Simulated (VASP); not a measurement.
## SiO2: electric field gradients with PBE

Crystal: SiO2.

```xyz
12
Lattice="4.0970 0.0000 0.0000 0.0000 5.0462 0.0000 0.0000 0.0000 4.4946" Properties=species:S:1:pos:R:3 pbc="T T T"
Si    0.0000    0.7680    1.1237
Si    2.0485    1.7551    3.3710
Si    0.0000    4.2782    3.3710
Si    2.0485    3.2911    1.1237
O     3.0056    3.1514    4.1287
O     3.1399    4.4179    1.8814
O     0.9571    4.4179    0.3659
O     1.0914    3.1514    2.6132
O     1.0914    1.8948    0.3659
O     0.9571    0.6283    2.6132
O     3.1399    0.6283    4.1287
O     3.0056    1.8948    1.8814
```

```json
{
  "Program": "VASP 6.6.1",
  "Task": "electric field gradients",
  "Functional": "PBE",
  "Potentials or basis": "VASP PAW PBE potentials, release 64 (Si, O)",
  "Cutoff": "520 eV",
  "k mesh": "5 × 4 × 5",
  "Occupations": "fermi-dirac, width 0.02 eV",
  "Spin": "no spin polarisation",
  "Dipole correction": "no",
  "Further INCAR settings": "ALGO = Normal; EDIFF = 1e-08; NBANDS = 44"
}
```

```json
{
  "Pressure": "5.8 GPa",
  "Largest force": "0.998 eV/Å",
  "Band gap on the k mesh": "5.57 eV",
  "Largest electric field gradient by atom": "Si +9.4; O -116.1 V/Å²"
}
```

Forces on the atoms (eV/Å):
```
Si   0.000 -0.339  0.000
Si   0.000  0.339  0.000
Si   0.000  0.339  0.000
Si   0.000 -0.339  0.000
O   -0.557 -0.811  0.170
O    0.557  0.811  0.170
O   -0.557  0.811 -0.170
O    0.557 -0.811 -0.170
O    0.557  0.811 -0.170
O   -0.557 -0.811 -0.170
O    0.557 -0.811  0.170
O   -0.557  0.811  0.170
```

Stress tensor (GPa, compression positive):
```
3.51 0.00 0.00
0.00 7.06 0.00
0.00 0.00 6.77
```

Levels at points of the mesh, in eV from the valence-band top:
| k point | band 29 | band 30 | band 31 | band 32 | band 33 | band 34 | band 35 | band 36 |
| --- | --- | --- | --- | --- | --- | --- | --- | --- |
| (0.00, 0.00, 0.00) | -0.67 | -0.34 | -0.28 | 0.00 | 5.57 | 7.39 | 8.86 | 8.91 |
| (0.00, 0.50, 0.00) | -1.60 | -1.60 | -0.20 | -0.20 | 7.41 | 7.41 | 9.69 | 9.69 |

Electric field gradients, principal values (V/Å²):
```tsv
atom	least	middle	greatest (by size)
1 Si	-1.484	-7.912	9.396
2 Si	-1.484	-7.912	9.396
3 Si	-1.484	-7.912	9.396
4 Si	-1.484	-7.912	9.396
5 O	31.971	84.162	-116.133
6 O	31.971	84.162	-116.133
7 O	31.971	84.162	-116.133
8 O	31.971	84.162	-116.133
9 O	31.971	84.162	-116.133
10 O	31.971	84.162	-116.133
11 O	31.971	84.162	-116.133
12 O	31.971	84.162	-116.133
```

Wall time 2.4 min on 1 thread of Intel Xeon 8259CL (shared host), peak memory 0.23 GiB.

Caveat: the cell stands under pressure; without QUAD_EFG the Cq values of the log hold for a quadrupole moment of 1 mb, not for the nuclei. PBE gaps usually lie below the measured ones, often by a third to a half.
